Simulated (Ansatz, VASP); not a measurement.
BaS: VASP beside Ansatz

```
CELL_PARAMETERS angstrom
0.00000 3.19375 3.19375
3.19375 0.00000 3.19375
3.19375 3.19375 0.00000
ATOMIC_POSITIONS crystal
Ba 0.00000 0.00000 0.00000
S 0.50000 0.50000 0.50000
```

Alike in both runs: task relaxation of cell and atoms; functional PBEsol-based global hybrid; k mesh 4 × 4 × 4; occupations fermi-dirac, width 0.05 eV; no spin polarisation.

|  | VASP | Ansatz |
| --- | --- | --- |
| version | VASP 6.6.1 | Ansatz 0.2.0 |
| potentials or method | VASP PAW PBE potentials, release 64 (Ba_sv, S) | Ansatz PAW |
| plane-wave cutoff (eV) | 600 | 420 |
| valence electrons in the cell | 16 | 16 |

VASP gave:

| Quantity | Value |
| --- | --- |
| gap on the k mesh at the Fermi level, each at its own relaxed structure (eV) | 3.61 |
| relaxed volume (Å³/atom) | 32.26 |
| relaxed cell length with the largest relative difference (Å) | 4.502 |

Task: What did Ansatz give for the same quantities?

Result: gap on the k mesh at the Fermi level, each at its own relaxed structure (eV): 3.66; relaxed volume (Å³/atom): 31.90; relaxed cell length with the largest relative difference (Å): 4.485.

VASP's potentials were made for PBE, not for PBEsol-based global hybrid.

The k mesh is coarse, so the values compare programs but aren't converged. Spin-orbit coupling is off throughout. Noted on Ansatz's run: the plane-wave basis is chosen anew once the cell has moved, so the energies of steps on either side of that aren't comparable.
